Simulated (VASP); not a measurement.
Input of a VASP 6.6.1 run:

The input INCAR:

```
SYSTEM = BN
PREC     = Accurate       ! precision mode
ENCUT    = 520            ! plane-wave cutoff, eV
EDIFF    = 1E-6           ! SCF threshold, eV
ISMEAR   = -1             ! smearing method
SIGMA    = 0.03           ! smearing width, eV
LREAL    = .False.        ! projectors in reciprocal space
LASPH    = .True.         ! aspherical terms in the spheres
NELM     = 80             ! most SCF steps
ALGO     = Normal         ! electronic algorithm
ISIF     = 2              ! what is computed and relaxed
LWAVE    = .False.        ! write WAVECAR
LCHARG   = .True.         ! write CHGCAR
GGA      = PE             ! functional
LELF     = .True.         ! ELF
LVHAR    = .True.       
NBANDS   = 11             ! bands
```

The input KPOINTS:

```
regular mesh
0
Gamma
  13 13 13
  0 0 0
```

File POSCAR:

```
BN
1.0
    0.0000000000      1.8075000000      1.8617250000
    1.8075000000      0.0000000000      1.8617250000
    1.8075000000      1.8075000000      0.0000000000
B N
1 1
Direct
    0.0000000000      0.0000000000      0.0000000000
    0.7500000000      0.7500000000      0.7500000000
```

Potentials or basis: VASP PAW PBE potentials, release 64 (B, N).

Run with:

```console
$ cat potpaw_PBE.64/B/POTCAR potpaw_PBE.64/N/POTCAR > POTCAR
$ mpirun -np 1 vasp_std > vasp.out
```

Task: Predict the pressure.

Result: -7.5 GPa.

Task: What does it give for the band gap on the k mesh?

Result: 4.24 eV, indirect (least direct gap 8.52 eV).

Stress tensor (GPa, compression positive):
```
 -1.37   0.00   0.00
  0.00  -1.37   0.00
  0.00   0.00 -19.79
```

Caveat: the cell differs from its parent crystal (zz strain of +3 %). A k mesh can miss the band edges.
